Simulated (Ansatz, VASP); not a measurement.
# Na: VASP beside Ansatz

Contents of INCAR:

```
SYSTEM = Na
PREC = Accurate
ENCUT = 520
EDIFF = 1E-8
ISMEAR = -1
SIGMA = 0.08
LREAL = .FALSE.
LASPH = .TRUE.
NELM = 100
ALGO = Normal
ISIF = 2
LWAVE = .FALSE.
LCHARG = .FALSE.
GGA = PE
LEFG = .TRUE.
NBANDS = 10
```

File KPOINTS:

```
Automatic mesh
0
G
  13 13 13
  0 0 0
```

Contents of POSCAR:

```
Na
1.0
   -2.0618797838      2.0618797838      2.0618797838
    2.0618797838     -2.0618797838      2.0618797838
    2.0618797838      2.0618797838     -2.0618797838
Na
1
Direct
    0.0000000000      0.0000000000      0.0000000000
```

Input for Ansatz:

```yaml
crystal:
  lattice:
    - [-2.0618797838, 2.0618797838, 2.0618797838]
    - [2.0618797838, -2.0618797838, 2.0618797838]
    - [2.0618797838, 2.0618797838, -2.0618797838]
  atoms:
    - { symbol: Na, position: [0.0, 0.0, 0.0] }
kpoints:
  mp_grid: { grid: [13, 13, 13] }
scf:
  occupations: { method: fermi_dirac, width: 0.08 }
hamiltonian:
  xc: pbe
  pseudopotentials: { kind: paw }
output:
  forces: true
  stress: true
  eigenvalues: true
  efg: { contact_densities: true }
```

Change from the starting cell: volume scaled by 0.95, PAW files.

Alike in both runs: task electric field gradients; functional PBE; k mesh 13 × 13 × 13; occupations fermi-dirac, width 0.08 eV; no spin polarisation.

|  | VASP | Ansatz |
| --- | --- | --- |
| version | VASP 6.6.1 | Ansatz 0.2.0 |
| potentials or method | VASP PAW PBE potentials, release 64 (Na_pv) | PAW with Ansatz's default frozen-core files, scalar-relativistic |
| plane-wave cutoff (eV) | 520 | 420 |
| valence electrons in the cell | 7 | 9 |

|  | VASP | Ansatz | Ansatz less VASP |
| --- | --- | --- | --- |
| pressure (GPa) | 0.5 | 0.5 | 0.00 |

VASP's potentials hold 7 valence electrons a cell and Ansatz's 9, so a difference there can come from the potentials and not from the codes.
